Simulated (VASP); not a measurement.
Ca4Si3N, 16 atoms in the cell. It takes space group I4/mcm (No. 140, tetragonal). Conventional cell: a = 7.459 Å, b = 7.459 Å, c = 15.291 Å, α = 90.00°, β = 90.00°, γ = 90.00°. Ca (site symmetry m) has 1 N at 2.29 Å within 3.0 Å. Si (site symmetry m2m) has 1 Si at 2.18 Å within 2.9 Å. Within 4.1 Å of Si (site symmetry 422) lie 8 Ca at 3.13 Å and 4 N at 3.73 Å. N (site symmetry -42m) has 4 Ca at 2.29 Å within 3.0 Å. 

```yaml
Program: VASP 6.6.1
Task: single point
Functional: PBE
Potentials_or_basis: VASP PAW PBE potentials, release 64 (Ca_sv, Si, N)
Cutoff: 520 eV
k_mesh: 3 × 3 × 3
Occupations: gaussian, width 0.2 eV
Spin: no spin polarisation
Dipole_correction: no
Further_INCAR_settings: LREAL = Auto; ALGO = Fast; EDIFF = 1e-06; NBANDS = 71
```

Potentials or basis: VASP PAW PBE potentials, release 64 (Ca_sv, Si, N).

The run is started by

```console
$ cat potpaw_PBE.64/Ca_sv/POTCAR potpaw_PBE.64/Si/POTCAR potpaw_PBE.64/N/POTCAR > POTCAR
$ mpirun -np 1 vasp_std > vasp.out
```

Hardware: 1 thread of Oxide Virtual Turin-like Processor, with other jobs on the host.

**Question.** Estimate the wall time of this run.

**Answer.** It took 12 min on 1 thread of Oxide Virtual Turin-like Processor, on a shared host, peak memory 0.74 GiB. Counts: scf iterations 27, k points 6.
